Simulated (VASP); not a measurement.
A run of VASP 6.6.1:

INCAR

```
ALGO = Normal
EDIFF = 1E-6
ENCUT = 600
GGA = PE
GGA_COMPAT = F
ISIF = 2
ISMEAR = 0
LASPH = T
LCHARG = F
LREAL = F
LWAVE = F
NBANDS = 42
NELM = 120
PREC = Accurate
SIGMA = 0.1
```

The input KPOINTS:

```
k-points
0
Gamma
  4 4 4
```

File POSCAR:

```
Os4C
1.0
    3.9470399629      0.0000000000      0.0000000000
    0.0000000000      3.9470399629      0.0000000000
    0.0000000000      0.0000000000      4.2199254962
Os C
4 1
Direct
    0.5000000000      0.0000000000      0.9588999062
    0.5000000000      0.5000000000      0.5374176517
    0.0000000000      0.5000000000      0.9588999062
    0.0000000000      0.0000000000      0.4626564564
    0.5000000000      0.5000000000      0.0827618211
```

Potentials or basis: VASP PAW PBE potentials, release 64 (Os_sv_GW, C).

Launch:

```sh
$ cat potpaw_PBE.64/Os_sv_GW/POTCAR potpaw_PBE.64/C/POTCAR > POTCAR
$ mpirun -np 1 vasp_std > vasp.out
```

Hardware: 1 thread of Intel(R) Xeon(R) 6975P-C (Granite Rapids) (shared host).

Task: Estimate the wall time of this run.

Result: Run time: 42 s on 1 thread of Intel(R) Xeon(R) 6975P-C (Granite Rapids), on a shared host, peak memory 0.2 GiB. Counts: scf iterations 15, k points 18.
